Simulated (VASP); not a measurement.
Input of a VASP 6.6.1 run:

Contents of INCAR:

```
SYSTEM = MgO
PREC = Accurate
ENCUT = 520
EDIFF = 1E-6
ISMEAR = -1
SIGMA = 0.1
LREAL = .FALSE.
LASPH = .TRUE.
NELM = 60
ALGO = Normal
ISIF = 2
LWAVE = .FALSE.
LCHARG = .FALSE.
GGA = PE
NBANDS = 16
```

KPOINTS

```
regular mesh
0
G
  11 11 7
  0 0 0
```

Contents of POSCAR:

```
MgO
1.0
    2.6092799883      0.0000000000      0.0000000000
   -1.3046399942      2.2597027555      0.0000000000
    0.0000000000      0.0000000000      4.6109219009
Mg O
2 2
Direct
    0.0000000000      0.0000000000      0.0000000000
    0.0000000000      0.0000000000      0.5000000000
    0.3333333333      0.6666666667      0.2500000000
    0.6666666667      0.3333333333      0.7500000000
```

Potentials or basis: VASP PAW PBE potentials, release 64 (Mg, O).

The run is started by

```sh
$ cat potpaw_PBE.64/Mg/POTCAR potpaw_PBE.64/O/POTCAR > POTCAR
$ mpirun -np 1 vasp_std > vasp.out
```

(1) What does it give for the pressure?

(2) Predict the band gap on the k mesh.

## Answers

(1) 110.8 GPa.

(2) 8.05 eV, direct.
